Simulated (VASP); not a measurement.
Input of a VASP 6.6.1 run:

Contents of INCAR:

```
SYSTEM = CuAu
PREC = Accurate ; ENCUT = 520
EDIFF = 1E-6 ; ISMEAR = -1
SIGMA = 0.05 ; LREAL = .FALSE.
LASPH = .TRUE. ; NELM = 80
ALGO = Normal ; ISIF = 2
LWAVE = .FALSE. ; LCHARG = .FALSE.
GGA = PE ; NBANDS = 18
```

File KPOINTS:

```
Automatic mesh
0
G
  9 9 7
  0 0 0
```

POSCAR

```
CuAu
1.0
    2.8293642325      0.0000000000      0.0000000000
    0.0000000000      2.8293642325      0.0000000000
    0.0000000000      0.0000000000      3.7094046847
Au Cu
1 1
Direct
    0.0000000000      0.0000000000      0.0000000000
    0.5000000000      0.5000000000      0.5000000000
```

Potentials or basis: VASP PAW PBE potentials, release 64 (Au, Cu).

Command:

```bash
$ cat potpaw_PBE.64/Au/POTCAR potpaw_PBE.64/Cu/POTCAR > POTCAR
$ mpirun -np 1 vasp_std > vasp.out
```

(1) Predict the pressure.

(2) Estimate the band gap on the k mesh.

Results:

(1) 1.3 GPa.

(2) zero (band 11 reaches 11.84 eV, above the bottom of band 12 at 6.52 eV).

Caveat: spin-orbit coupling is left out, which moves the levels of the heavy elements.
